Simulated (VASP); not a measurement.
# Ca (Fm-3m) in VASP: further runs

Ca is run at these levels: r2SCAN; tasks: single point, relaxation of volume and atoms at fixed shape.

Program: VASP 6.6.1. These are calculated values, not measurements. Logs are shortened: lines on timing, memory, paths and dates and some standing lists are left out, and cuts for length are marked.

### Step 1. The cell of the first run

Symmetry: Fm-3m, No. 225, cubic system. The conventional cell has a = 5.567 Å, b = 5.567 Å, c = 5.567 Å, α = 90.00°, β = 90.00°, γ = 90.00°. Within 5.2 Å of Ca (site symmetry m-3m) lie 12 Ca at 3.94 Å.

### Step 2. Single point, r2SCAN

Contents of POSCAR:

```
Ca
1.0
    0.0000000000      2.7832600213      2.7832600213
    2.7832600213      0.0000000000      2.7832600213
    2.7832600213      2.7832600213      0.0000000000
Ca
1
Direct
    0.0000000000      0.0000000000      0.0000000000
```

Contents of INCAR.step1:

```
PREC = Accurate
ENCUT = 520
ISMEAR = 0
SIGMA = 0.05
LREAL = F
LASPH = T
NELM = 80
NBANDS = 11
GGA = PE
ALGO = Normal
EDIFF = 1E-4
LWAVE = T
LCHARG = F
```

Contents of INCAR.step2:

```
PREC = Accurate
ENCUT = 520
EDIFF = 1E-7
ISMEAR = 0
SIGMA = 0.05
LREAL = F
LASPH = T
NELM = 80
ALGO = Normal
ISIF = 2
LWAVE = F
LCHARG = T
METAGGA = R2SCAN
LMIXTAU = T
LELF = T
LVHAR = T
NBANDS = 11
ISTART = 1
```

Contents of KPOINTS:

```
Automatic mesh
0
Gamma
  8 8 8
```

Potentials or basis: VASP PAW PBE potentials, release 64 (Ca_sv).

Command:

```
> cat potpaw_PBE.64/Ca_sv/POTCAR > POTCAR
> cp INCAR.step1 INCAR
> mpirun -np 1 vasp_std > vasp.out
> cp INCAR.step2 INCAR
> mpirun -np 1 vasp_std > vasp.out
```

OUTCAR:

```text
PREC = Accurate
   ENCUT = 520
   EDIFF = 1E-7
   ISMEAR = 0
   LREAL = F
   LASPH = T
   NELM = 80
   ISIF = 2
   METAGGA = R2SCAN
   ISTART = 1

 ion  position               nearest neighbor table
   1  0.000  0.000  0.000-

  LATTYP: Found a face centered cubic cell.
 ALAT       =     5.5665200426

  Lattice vectors:

 A1 = (   0.0000000000,   2.7832600213,   2.7832600213)
 A2 = (   2.7832600213,   0.0000000000,   2.7832600213)
 A3 = (   2.7832600213,   2.7832600213,   0.0000000000)

Analysis of symmetry for initial positions (statically):
=====================================================================
 Subroutine PRICEL returns:
 Original cell was already a primitive cell.

 Routine SETGRP: Setting up the symmetry group for a
 face centered cubic supercell.

 Subroutine GETGRP returns: Found 48 space group operations
 (whereof 48 operations were pure point group operations)
 out of a pool of 48 trial point group operations.

The static configuration has the point symmetry O_h .

Analysis of symmetry for dynamics (positions and initial velocities):
=====================================================================
 Subroutine PRICEL returns:
 Original cell was already a primitive cell.

 Routine SETGRP: Setting up the symmetry group for a
 face centered cubic supercell.

 Subroutine GETGRP returns: Found 48 space group operations
 (whereof 48 operations were pure point group operations)
 out of a pool of 48 trial point group operations.

The dynamic configuration has the point symmetry O_h .

 Subroutine INISYM returns: Found 48 space group operations
 (whereof 48 operations are pure point group operations),
 and found     1 'primitive' translations

----------------------------------------------------------------------------------------

                                     Primitive cell

  volume of cell :      43.1212

  direct lattice vectors                    reciprocal lattice vectors
     0.000000000  2.783260021  2.783260021    -0.179645450  0.179645450  0.179645450
     2.783260021  0.000000000  2.783260021     0.179645450 -0.179645450  0.179645450
     2.783260021  2.783260021  0.000000000     0.179645450  0.179645450 -0.179645450

  length of vectors
     3.936124070  3.936124070  3.936124070     0.311155047  0.311155047  0.311155047

[... 82 lines left out ...]
   IBRION =     -1    ionic relax: 0-MD 1-quasi-New 2-CG
   NFREE  =      0    steps in history (QN), initial steepest desc. (CG)
   ISIF   =      2    stress and relaxation
   ISYM   =      2    0-nonsym 1-usesym 2-fastsym
   POTIM  = 0.5000    time-step for ionic-motion
   TEBEG  =    0.0;   TEEND  =   0.0 temperature during run
   PSTRESS=    0.0 pullay stress
   NELECT =      10.0000    total number of electrons
   NUPDOWN=      -1.0000    fix difference up-down
   EMIN   =  10.00;   EMAX   =-10.00  energy-range for DOS
   EFERMI =   0.00;   METHOD = LEGACY
   ISMEAR =     0;   SIGMA  =   0.05  broadening in eV -4-tet -1-fermi 0-gaus
   EFERMI_NEDOS =   21; number of points for ismear=-14 and -15
   IALGO  =     38    algorithm
   IMIX   =      4    mixing-type and parameters
     AMIX     =   0.40;   BMIX     =  1.00
     AMIX_MAG =   1.60;   BMIX_MAG =  1.00
  volume/ion in A,a.u.               =      43.12       291.00
  Fermi-wavevector in a.u.,A,eV,Ry     =   1.005799  1.900684 13.764074  1.011631
  Thomas-Fermi vector in A             =   2.138501
   LORBIT       =      0    0 simple, 1 ext, 2 COOP (PROOUT), +10 PAW based schemes
   METAGGA = R2SCAN    functional components
   LHFCALC =     F    Hartree Fock is set to
   AEXX    =    0.0000 exact exchange contribution
   IVDW    =     0    specifies the selected vdW correction
   LEPSILON=     F    determine dielectric tensor
   LRPA    =     F    only Hartree local field effects (RPA)
 non-spin polarized calculation
 Gauss-broadening in eV      SIGMA  =   0.05
  energy-cutoff  :      520.00
  volume of cell :       43.12
 maximum number of plane-waves:      1211
 NGX is ok and might be reduce to    30
   NGX = 15   NGY = 15   NGZ = 15

 number of electron       9.9999998 magnetization

 Free energy of the ion-electron system (eV)
  ---------------------------------------------------
  ext. energy  EPLUGINS =         0.00000000
  ---------------------------------------------------
  free energy    TOTEN  =        -7.02882975 eV

  energy without entropy =       -7.02639577  energy(sigma->0) =       -7.02761276

 E-fermi :   1.8333     XC(G=0):  -8.1490

 val. band max:        1.8021097483   @ k =  -0.3750   0.5000   0.1250
 cond. band min:       1.9047393535   @ k =   0.5000   0.1250   0.0000
 fundamental gap:      0.1026296051
 Fermi energy:         1.8333217551

 k-point     1 :       0.0000    0.0000    0.0000
  band No.  band energies     occupation
      1     -41.9095      2.00000
      2     -21.9406      2.00000
      3     -21.9406      2.00000
      4     -21.9406      2.00000
      5      -2.3379      2.00000
      6       4.5933      0.00000
      7       4.5933      0.00000
      8       4.5933      0.00000
      9       5.6979      0.00000
     10       5.6979      0.00000
     11      11.4255      0.00000
[... 309 lines left out ...]
 k-point    24 :      -0.3750    0.2500    0.1250
  band No.  band energies     occupation
      1     -41.8943      2.00000
      2     -22.0575      2.00000
      3     -21.9942      2.00000
      4     -21.9704      2.00000
      5       1.6533      2.00000
      6       1.7660      1.94306
      7       3.6376      0.00000
      8       4.8701      0.00000
      9       6.2404      0.00000
     10       6.7695      0.00000
     11       7.3174      0.00000

 [... further k-points ...]

------------------------ aborting loop because EDIFF is reached ----------------------------------------

  FORCE on cell =-STRESS in cart. coord.  units (eV):
  Direction    XX          YY          ZZ          XY          YZ          ZX
  --------------------------------------------------------------------------------------
  -------------------------------------------------------------------------------------
  Total        0.0122347      0.0122347      0.0122347      0.0000000      0.0000000      0.0000000
  in kB        0.4545837      0.4545837      0.4545837      0.0000000      0.0000000      0.0000000
  external PRESSURE =       0.4545837 kB  Pullay stress =       0.0000000 kB

 VOLUME and BASIS-vectors are now :
 -----------------------------------------------------------------------------
  energy-cutoff  :      520.00
  volume of cell :       43.12
      direct lattice vectors                 reciprocal lattice vectors
     0.000000000  2.783260021  2.783260021    -0.179645450  0.179645450  0.179645450
     2.783260021  0.000000000  2.783260021     0.179645450 -0.179645450  0.179645450
     2.783260021  2.783260021  0.000000000     0.179645450  0.179645450 -0.179645450

 POSITION                                       TOTAL-FORCE (eV/Angst)
 -----------------------------------------------------------------------------------
      0.00000      0.00000      0.00000         0.000000      0.000000      0.000000
 -----------------------------------------------------------------------------------
    total drift:                               -0.000000     -0.000000     -0.000000

  FREE ENERGIE OF THE ION-ELECTRON SYSTEM (eV)
  ---------------------------------------------------
  free  energy   TOTEN  =        -7.0288297487 eV

  energy  without entropy=       -7.0263957694  energy(sigma->0) =       -7.02761276
```

OUTCAR.step1:

```text
PREC = Accurate
   ENCUT = 520
   ISMEAR = 0
   LREAL = F
   LASPH = T
[... 554 lines left out ...]

 POSITION                                       TOTAL-FORCE (eV/Angst)
 -----------------------------------------------------------------------------------
      0.00000      0.00000      0.00000        -0.000000      0.000000      0.000000
 -----------------------------------------------------------------------------------
    total drift:                               -0.000000     -0.000000     -0.000000

  FREE ENERGIE OF THE ION-ELECTRON SYSTEM (eV)
  ---------------------------------------------------
  free  energy   TOTEN  =        -1.9286725103 eV

  energy  without entropy=       -1.9266149698  energy(sigma->0) =       -1.92764374
```

Wall time 59 s (1 thread of AMD EPYC 9R45 (Zen 5), shared host); peak memory 0.14 GiB.

Results:

| Property | Result |
| --- | --- |
| Free energy | -7.0288 eV |
| Pressure | 0.0 GPa |
| Band gap on the k mesh | zero (band 5 reaches 2.18 eV, above the bottom of band 6 at 1.61 eV) |

Levels at points of the mesh, in eV from the Fermi level:
```csv
k point,band 2,band 3,band 4,band 5,band 6,band 7,band 8,band 9
"(0.00, 0.00, 0.00)",-23.77,-23.77,-23.77,-4.17,2.76,2.76,2.76,3.86
"(0.50, 0.00, 0.00)",-23.91,-23.79,-23.79,-0.86,-0.22,2.62,2.62,4.57
"(0.50, 0.50, 0.00)",-23.90,-23.82,-23.82,-0.31,0.85,0.98,4.55,4.76
```

Caveat: the PAW data sets were made with another functional, which shifts forces and pressure a little.

(Part 1 of 2 ends here.)
